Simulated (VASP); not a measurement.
# BiB (F-43m) in VASP: settings compared

The runs below take BiB through single point, with PBE, r2SCAN.

Everything below comes from runs of VASP 6.6.1. Logs are shortened: lines on timing, memory, paths and dates and some standing lists are left out, and cuts for length are marked.

## 1. The cell of the first run

It takes space group F-43m (No. 216, cubic). Conventional cell: a = 5.490 Å, b = 5.490 Å, c = 5.490 Å, α = 90.00°, β = 90.00°, γ = 90.00°. B (site symmetry -43m) has 4 Bi at 2.38 Å within 3.1 Å. Bi (site symmetry -43m) has 4 B at 2.38 Å within 3.1 Å.

## 2. Single point, PBE

INCAR reads:

```
SYSTEM = BiB
ALGO = Normal
EDIFF = 1E-7
ENCUT = 520
GGA = PE
ISIF = 2
ISMEAR = 0
LASPH = .True.
LCHARG = .True.
LELF = .True.
LREAL = .False.
LVHAR = .True.
LWAVE = .False.
NBANDS = 16
NELM = 60
PREC = Accurate
SIGMA = 0.01
```

KPOINTS reads:

```
k-points
0
Gamma
  6 6 6
  0 0 0
```

POSCAR reads:

```
BiB
1.0
    0.0000000000      2.7448744693      2.7448744693
    2.7448744693      0.0000000000      2.7448744693
    2.7448744693      2.7448744693      0.0000000000
B Bi
1 1
Direct
    0.0000000000      0.0000000000      0.0000000000
    0.2500000000      0.2500000000      0.2500000000
```

Potentials or basis: VASP PAW PBE potentials, release 64 (B, Bi_d).

Started as:

```sh
$ cat potpaw_PBE.64/B/POTCAR potpaw_PBE.64/Bi_d/POTCAR > POTCAR
$ mpirun -np 1 vasp_std > vasp.out
```

OUTCAR:

```text
SYSTEM = BiB
   EDIFF = 1E-7
   ENCUT = 520
   GGA = PE
   ISIF = 2
   ISMEAR = 0
   LASPH = .True.
   LREAL = .False.
   NELM = 60
   PREC = Accurate

 ion  position               nearest neighbor table
   1  0.000  0.000  0.000-   2 2.38   2 2.38   2 2.38   2 2.38
   2  0.250  0.250  0.250-   1 2.38   1 2.38   1 2.38   1 2.38

  LATTYP: Found a face centered cubic cell.
 ALAT       =     5.4897489386

  Lattice vectors:

 A1 = (   0.0000000000,   2.7448744693,   2.7448744693)
 A2 = (   2.7448744693,   0.0000000000,   2.7448744693)
 A3 = (   2.7448744693,   2.7448744693,   0.0000000000)

Analysis of symmetry for initial positions (statically):
=====================================================================
 Subroutine PRICEL returns:
 Original cell was already a primitive cell.

 Routine SETGRP: Setting up the symmetry group for a
 face centered cubic supercell.

 Subroutine GETGRP returns: Found 24 space group operations
 (whereof 24 operations were pure point group operations)
 out of a pool of 48 trial point group operations.

The static configuration has the point symmetry T_d .

Analysis of symmetry for dynamics (positions and initial velocities):
=====================================================================
 Subroutine PRICEL returns:
 Original cell was already a primitive cell.

 Routine SETGRP: Setting up the symmetry group for a
 face centered cubic supercell.

 Subroutine GETGRP returns: Found 24 space group operations
 (whereof 24 operations were pure point group operations)
 out of a pool of 48 trial point group operations.

The dynamic configuration has the point symmetry T_d .

 Subroutine INISYM returns: Found 24 space group operations
 (whereof 24 operations are pure point group operations),
 and found     1 'primitive' translations

----------------------------------------------------------------------------------------

                                     Primitive cell

  volume of cell :      41.3616

  direct lattice vectors                    reciprocal lattice vectors
     0.000000000  2.744874469  2.744874469    -0.182157693  0.182157693  0.182157693
     2.744874469  0.000000000  2.744874469     0.182157693 -0.182157693  0.182157693
     2.744874469  2.744874469  0.000000000     0.182157693  0.182157693 -0.182157693

  length of vectors
     3.881838701  3.881838701  3.881838701     0.315506379  0.315506379  0.315506379

[... 70 lines left out ...]
   NELM   =     60;   NELMIN=  2; NELMDL= -5     # of ELM steps
   EDIFF  = 0.1E-06   stopping-criterion for ELM
   LREAL  =      F    real-space projection
   EDIFFG = 0.1E-05   stopping-criterion for IOM
   NSW    =      0    number of steps for IOM
   IBRION =     -1    ionic relax: 0-MD 1-quasi-New 2-CG
   NFREE  =      0    steps in history (QN), initial steepest desc. (CG)
   ISIF   =      2    stress and relaxation
   ISYM   =      2    0-nonsym 1-usesym 2-fastsym
   POTIM  = 0.5000    time-step for ionic-motion
   TEBEG  =    0.0;   TEEND  =   0.0 temperature during run
   PSTRESS=    0.0 pullay stress
   NELECT =      18.0000    total number of electrons
   NUPDOWN=      -1.0000    fix difference up-down
   EMIN   =  10.00;   EMAX   =-10.00  energy-range for DOS
   EFERMI =   0.00;   METHOD = LEGACY
   ISMEAR =     0;   SIGMA  =   0.01  broadening in eV -4-tet -1-fermi 0-gaus
   EFERMI_NEDOS =   21; number of points for ismear=-14 and -15
   IALGO  =     38    algorithm
   IMIX   =      4    mixing-type and parameters
     AMIX     =   0.40;   BMIX     =  1.00
     AMIX_MAG =   1.60;   BMIX_MAG =  1.00
  volume/ion in A,a.u.               =      20.68       139.56
  Fermi-wavevector in a.u.,A,eV,Ry     =   1.240604  2.344402 20.940704  1.539098
  Thomas-Fermi vector in A             =   2.375038
   LORBIT       =      0    0 simple, 1 ext, 2 COOP (PROOUT), +10 PAW based schemes
   GGA     = PE    functional components
   LHFCALC =     F    Hartree Fock is set to
   AEXX    =    0.0000 exact exchange contribution
   IVDW    =     0    specifies the selected vdW correction
   LEPSILON=     F    determine dielectric tensor
   LRPA    =     F    only Hartree local field effects (RPA)
 non-spin polarized calculation
 Gauss-broadening in eV      SIGMA  =   0.01
  energy-cutoff  :      520.00
  volume of cell :       41.36
 maximum number of plane-waves:      1139
 NGX is ok and might be reduce to    30
   NGX = 15   NGY = 15   NGZ = 15

 number of electron      17.9999997 magnetization

 Free energy of the ion-electron system (eV)
  ---------------------------------------------------
  ext. energy  EPLUGINS =         0.00000000
  ---------------------------------------------------
  free energy    TOTEN  =        -8.96287829 eV

  energy without entropy =       -8.96287829  energy(sigma->0) =       -8.96287829

 E-fermi :   7.2020     XC(G=0): -10.0213

 val. band max:        7.1400931716   @ k =   0.0000   0.0000   0.0000
 cond. band min:       7.4195420688   @ k =   0.0000   0.0000   0.0000
 fundamental gap:      0.2794488972
 Fermi energy:         7.2019531437

 k-point     1 :       0.0000    0.0000    0.0000
  band No.  band energies     occupation
      1     -15.9928      2.00000
      2     -15.9928      2.00000
      3     -15.9928      2.00000
      4     -15.9099      2.00000
      5     -15.9099      2.00000
      6      -6.9957      2.00000
[... 281 lines left out ...]
      3     -15.9358      2.00000
      4     -15.9068      2.00000
      5     -15.8896      2.00000
      6      -3.9751      2.00000
[... 8 lines left out ...]
     15      19.3283      0.00000
     16      20.2196      0.00000

------------------------ aborting loop because EDIFF is reached ----------------------------------------

  FORCE on cell =-STRESS in cart. coord.  units (eV):
  Direction    XX          YY          ZZ          XY          YZ          ZX
  --------------------------------------------------------------------------------------
  -------------------------------------------------------------------------------------
  Total        0.2873009      0.2873009      0.2873009     -0.0000000      0.0000000      0.0000000
  in kB       11.1288447     11.1288447     11.1288447     -0.0000000      0.0000000      0.0000000
  external PRESSURE =      11.1288447 kB  Pullay stress =       0.0000000 kB

 VOLUME and BASIS-vectors are now :
 -----------------------------------------------------------------------------
  energy-cutoff  :      520.00
  volume of cell :       41.36
      direct lattice vectors                 reciprocal lattice vectors
     0.000000000  2.744874469  2.744874469    -0.182157693  0.182157693  0.182157693
     2.744874469  0.000000000  2.744874469     0.182157693 -0.182157693  0.182157693
     2.744874469  2.744874469  0.000000000     0.182157693  0.182157693 -0.182157693

 POSITION                                       TOTAL-FORCE (eV/Angst)
 -----------------------------------------------------------------------------------
      0.00000      0.00000      0.00000         0.000000      0.000000      0.000000
      1.37244      1.37244      1.37244        -0.000000     -0.000000     -0.000000
 -----------------------------------------------------------------------------------
    total drift:                                0.000000      0.000000      0.000000

  FREE ENERGIE OF THE ION-ELECTRON SYSTEM (eV)
  ---------------------------------------------------
  free  energy   TOTEN  =        -8.9628782915 eV

  energy  without entropy=       -8.9628782915  energy(sigma->0) =       -8.96287829
```

OSZICAR:

```text
N       E                     dE             d eps       ncg     rms          rms(c)
DAV:   1     0.134700601538E+03    0.13470E+03   -0.10153E+04   512   0.136E+03
DAV:   2    -0.103745614209E+01   -0.13574E+03   -0.13175E+03   536   0.337E+02
DAV:   3    -0.948960399466E+01   -0.84521E+01   -0.84200E+01   656   0.851E+01
DAV:   4    -0.968052992548E+01   -0.19093E+00   -0.19089E+00   632   0.139E+01
DAV:   5    -0.968659101816E+01   -0.60611E-02   -0.60609E-02   736   0.222E+00    0.385E+00
DAV:   6    -0.898302363689E+01    0.70357E+00   -0.14251E+00   688   0.829E+00    0.143E+00
DAV:   7    -0.896425677693E+01    0.18767E-01   -0.17881E-01   584   0.208E+00    0.749E-01
DAV:   8    -0.896286472444E+01    0.13921E-02   -0.21501E-02   696   0.144E+00    0.109E-01
DAV:   9    -0.896272268790E+01    0.14204E-03   -0.26509E-03   680   0.575E-01    0.532E-02
DAV:  10    -0.896284283835E+01   -0.12015E-03   -0.32980E-04   600   0.161E-01    0.255E-02
DAV:  11    -0.896287849777E+01   -0.35659E-04   -0.76084E-05   608   0.857E-02    0.777E-03
DAV:  12    -0.896287789304E+01    0.60473E-06   -0.47473E-06   664   0.167E-02    0.268E-03
DAV:  13    -0.896287830177E+01   -0.40873E-06   -0.96854E-07   600   0.625E-03    0.518E-04
DAV:  14    -0.896287829154E+01    0.10235E-07   -0.23504E-08   520   0.115E-03
   1 F= -.89628783E+01 E0= -.89628783E+01  d E =-.188415E-20
```

stdout:

```text
POSCAR found type information on POSCAR B Bi
 POSCAR found :  2 types and       2 ions
 scaLAPACK will be used
 LDA part: xc-table for (Slater+PW92), standard interpolation
 POSCAR, INCAR and KPOINTS ok, starting setup
 FFT: planning ... GRIDC
 FFT: planning ... GRID_SOFT
 FFT: planning ... GRID
 WAVECAR not read
 entering main loop
```

It took 7.8 s on 1 thread of AMD EPYC 9R45 (Zen 5), shared host; peak memory 0.13 GiB.

Results:

| Item | Value |
| --- | --- |
| Free energy | -8.9629 eV |
| Pressure | 1.1 GPa |
| Band gap on the k mesh | 0.28 eV, direct |

Caveat: spin-orbit coupling is left out, which moves the levels of the heavy elements. A k mesh can miss the band edges.

## 3. Single point, r2SCAN

POSCAR is that of step 2.

INCAR.step1 reads:

```
SYSTEM = BiB
  PREC = Accurate
  ENCUT = 520
  ISMEAR = 0
  SIGMA = 0.01
  LREAL = .FALSE.
  LASPH = .TRUE.
  NELM = 60
  NBANDS = 16
  GGA = PE
  ALGO = Normal
  EDIFF = 1E-4
  LWAVE = .TRUE.
  LCHARG = .FALSE.
```

INCAR.step2 reads:

```
SYSTEM = BiB
  PREC = Accurate
  ENCUT = 520
  EDIFF = 1E-6
  ISMEAR = 0
  SIGMA = 0.01
  LREAL = .FALSE.
  LASPH = .TRUE.
  NELM = 60
  ALGO = Normal
  ISIF = 2
  LWAVE = .FALSE.
  LCHARG = .TRUE.
  METAGGA = R2SCAN
  LMIXTAU = .TRUE.
  LELF = .TRUE.
  LVHAR = .TRUE.
  NBANDS = 16
  ISTART = 1
```

KPOINTS reads:

```
regular mesh
0
G
  6 6 6
  0 0 0
```

Potentials or basis: VASP PAW PBE potentials, release 64 (B, Bi_d).

Started as:

```sh
$ cat potpaw_PBE.64/B/POTCAR potpaw_PBE.64/Bi_d/POTCAR > POTCAR
$ cp INCAR.step1 INCAR
$ mpirun -np 1 vasp_std > vasp.out
$ cp INCAR.step2 INCAR
$ mpirun -np 1 vasp_std > vasp.out
```

It took 32 s on 1 thread of AMD EPYC 9R45 (Zen 5), shared host; peak memory 0.14 GiB.

The run converged. Its results:

```yaml
Free_energy: -64.2817 eV
Pressure: -0.2 GPa
Band_gap_on_the_k_mesh: 0.40 eV, direct
```

Levels at points of the mesh, in eV from the valence-band top:
| k point | band 6 | band 7 | band 8 | band 9 | band 10 | band 11 | band 12 | band 13 |
| --- | --- | --- | --- | --- | --- | --- | --- | --- |
| (0.00, 0.00, 0.00) | -14.83 | 0.00 | 0.00 | 0.00 | 0.39 | 2.93 | 2.93 | 2.93 |
| (0.50, 0.00, 0.00) | -12.63 | -8.14 | -1.72 | -1.72 | 0.52 | 4.40 | 4.40 | 6.50 |
| (0.50, 0.50, 0.00) | -11.60 | -8.36 | -3.68 | -3.68 | 1.01 | 1.13 | 9.02 | 9.27 |

Caveat: the PAW data sets were made with another functional, which shifts forces and pressure a little; spin-orbit coupling is left out, which moves the levels of the heavy elements.

## 4. Single point, PBE

INCAR reads:

```
ALGO = Normal
EDIFF = 1E-6
ENCUT = 500
GGA = PE
GGA_COMPAT = F
ISIF = 2
ISMEAR = 0
LASPH = T
LCHARG = F
LREAL = F
LWAVE = F
NBANDS = 16
NELM = 120
PREC = Accurate
SIGMA = 0.01
```

KPOINTS reads:

```
k-points
0
Gamma
  6 6 6
```

POSCAR is that of step 3.

Potentials or basis: VASP PAW PBE potentials, release 64 (B, Bi_d).

Started as:

```sh
$ cat potpaw_PBE.64/B/POTCAR potpaw_PBE.64/Bi_d/POTCAR > POTCAR
$ mpirun -np 1 vasp_std > vasp.out
```

OUTCAR:

```text
EDIFF = 1E-6
   ENCUT = 500
   GGA = PE
   ISIF = 2
   ISMEAR = 0
   LASPH = T
   LREAL = F
   NELM = 120
   PREC = Accurate

 ion  position               nearest neighbor table
   1  0.000  0.000  0.000-   2 2.38   2 2.38   2 2.38   2 2.38
   2  0.250  0.250  0.250-   1 2.38   1 2.38   1 2.38   1 2.38

  LATTYP: Found a face centered cubic cell.
 ALAT       =     5.4897489386

  Lattice vectors:

 A1 = (   0.0000000000,   2.7448744693,   2.7448744693)
[... 479 lines left out ...]
------------------------ aborting loop because EDIFF is reached ----------------------------------------

  FORCE on cell =-STRESS in cart. coord.  units (eV):
  Direction    XX          YY          ZZ          XY          YZ          ZX
  --------------------------------------------------------------------------------------
  -------------------------------------------------------------------------------------
  Total        0.2862746      0.2862746      0.2862746      0.0000000      0.0000000     -0.0000000
  in kB       11.0890897     11.0890897     11.0890897      0.0000000      0.0000000     -0.0000000
  external PRESSURE =      11.0890897 kB  Pullay stress =       0.0000000 kB

 VOLUME and BASIS-vectors are now :
 -----------------------------------------------------------------------------
  energy-cutoff  :      500.00
  volume of cell :       41.36
      direct lattice vectors                 reciprocal lattice vectors
     0.000000000  2.744874469  2.744874469    -0.182157693  0.182157693  0.182157693
     2.744874469  0.000000000  2.744874469     0.182157693 -0.182157693  0.182157693
     2.744874469  2.744874469  0.000000000     0.182157693  0.182157693 -0.182157693

 POSITION                                       TOTAL-FORCE (eV/Angst)
 -----------------------------------------------------------------------------------
      0.00000      0.00000      0.00000        -0.000000     -0.000000     -0.000000
      1.37244      1.37244      1.37244         0.000000      0.000000      0.000000
 -----------------------------------------------------------------------------------
    total drift:                                0.000000      0.000000      0.000000

  FREE ENERGIE OF THE ION-ELECTRON SYSTEM (eV)
  ---------------------------------------------------
  free  energy   TOTEN  =        -8.9627913317 eV

  energy  without entropy=       -8.9627913317  energy(sigma->0) =       -8.96279133
```

OSZICAR:

```text
N       E                     dE             d eps       ncg     rms          rms(c)
DAV:   1     0.131592126378E+03    0.13159E+03   -0.96528E+03   512   0.129E+03
DAV:   2    -0.136066740827E+01   -0.13295E+03   -0.12882E+03   544   0.340E+02
DAV:   3    -0.948856823230E+01   -0.81279E+01   -0.80968E+01   664   0.821E+01
DAV:   4    -0.967921215862E+01   -0.19064E+00   -0.19061E+00   624   0.140E+01
DAV:   5    -0.968631881677E+01   -0.71067E-02   -0.71066E-02   720   0.237E+00    0.385E+00
DAV:   6    -0.898291097409E+01    0.70341E+00   -0.14258E+00   696   0.828E+00    0.143E+00
DAV:   7    -0.896414952920E+01    0.18761E-01   -0.17839E-01   600   0.209E+00    0.749E-01
DAV:   8    -0.896277153527E+01    0.13780E-02   -0.21559E-02   680   0.145E+00    0.108E-01
DAV:   9    -0.896263743362E+01    0.13410E-03   -0.26082E-03   688   0.570E-01    0.533E-02
DAV:  10    -0.896275699061E+01   -0.11956E-03   -0.33051E-04   616   0.162E-01    0.256E-02
DAV:  11    -0.896279191448E+01   -0.34924E-04   -0.76276E-05   592   0.862E-02    0.789E-03
DAV:  12    -0.896279133174E+01    0.58275E-06   -0.47198E-06   680   0.164E-02
   1 F= -.89627913E+01 E0= -.89627913E+01  d E =-.214596E-20
```

stdout:

```text
POSCAR found type information on POSCAR B Bi
 POSCAR found :  2 types and       2 ions
 scaLAPACK will be used
 LDA part: xc-table for (Slater+PW92), standard interpolation
 POSCAR, INCAR and KPOINTS ok, starting setup
 FFT: planning ... GRIDC
 FFT: planning ... GRID_SOFT
 FFT: planning ... GRID
 WAVECAR not read
 entering main loop
```

Wall time 10 s (1 thread of Intel Xeon Platinum 8488C (Sapphire Rapids), shared host); peak memory 0.15 GiB.

What came out:

```
Free energy            : -8.9628 eV
Pressure               : 1.1 GPa
Band gap on the k mesh : 0.28 eV, direct
```

Caveat: spin-orbit coupling is left out, which moves the levels of the heavy elements.

## 5. Single point, PBE

INCAR reads:

```
PREC = Accurate
ENCUT = 500
EDIFF = 1E-6
ISMEAR = 0
SIGMA = 0.01
LREAL = F
LASPH = T
NELM = 120
ALGO = Normal
ISIF = 2
LWAVE = F
LCHARG = T
GGA = PE
LELF = T
LVHAR = T
NBANDS = 16
GGA_COMPAT = F
```

KPOINTS reads:

```
Automatic mesh
0
Gamma
  8 8 8
```

POSCAR is that of step 4.

Started as:

```sh
$ cat potpaw_PBE.64/B/POTCAR potpaw_PBE.64/Bi_d/POTCAR > POTCAR
$ mpirun -np 1 vasp_std > vasp.out
```

Wall time 19 s (1 thread of Intel Xeon Platinum 8488C (Sapphire Rapids), shared host); peak memory 0.16 GiB.

It converged, with:

```
Free energy            : -8.9895 eV
Pressure               : 1.2 GPa
Band gap on the k mesh : 0.28 eV, direct
```

Levels at points of the mesh, in eV from the valence-band top:
```tsv
k point	band 6	band 7	band 8	band 9	band 10	band 11	band 12	band 13
(0.00, 0.00, 0.00)	-14.13	0.00	0.00	0.00	0.28	2.81	2.81	2.81
(0.50, 0.00, 0.00)	-12.07	-7.68	-1.60	-1.60	0.41	4.17	4.17	6.01
(0.50, 0.50, 0.00)	-11.14	-7.82	-3.46	-3.46	0.88	0.97	8.36	8.65
```

Caveat: spin-orbit coupling is left out, which moves the levels of the heavy elements.

## 6. Overview

| level | k mesh | cutoff (eV) | gap on the mesh (eV) | pressure (GPa) |
| --- | --- | --- | --- | --- |
| PBE | 6 × 6 × 6 | 520 | 0.28 | 1.1 |
| r2SCAN | 6 × 6 × 6 | 520 | 0.40 | -0.2 |
| PBE | 6 × 6 × 6 | 500 | 0.28 | 1.1 |
| PBE | 8 × 8 × 8 | 500 | 0.28 | 1.2 |

Alike in all rows: task single point; potentials or basis VASP PAW PBE potentials, release 64 (B, Bi_d); no spin polarisation; cell as given; smearing gaussian 0.01 eV.

On the cell as given the gap runs from 0.28 eV (PBE) to 0.40 eV (r2SCAN); the meshes differ, which moves gaps too. The pressure there spans -0.2 GPa (r2SCAN) to 1.2 GPa (PBE); a positive pressure means that this level wants a larger cell, a negative one a smaller.

Caveats: spin-orbit coupling is left out, which moves the levels of the heavy elements; the PAW data sets were made with another functional, which shifts forces and pressure a little (some runs).

Total energies depend on the potentials used, so only differences within one code and one set of settings carry meaning.
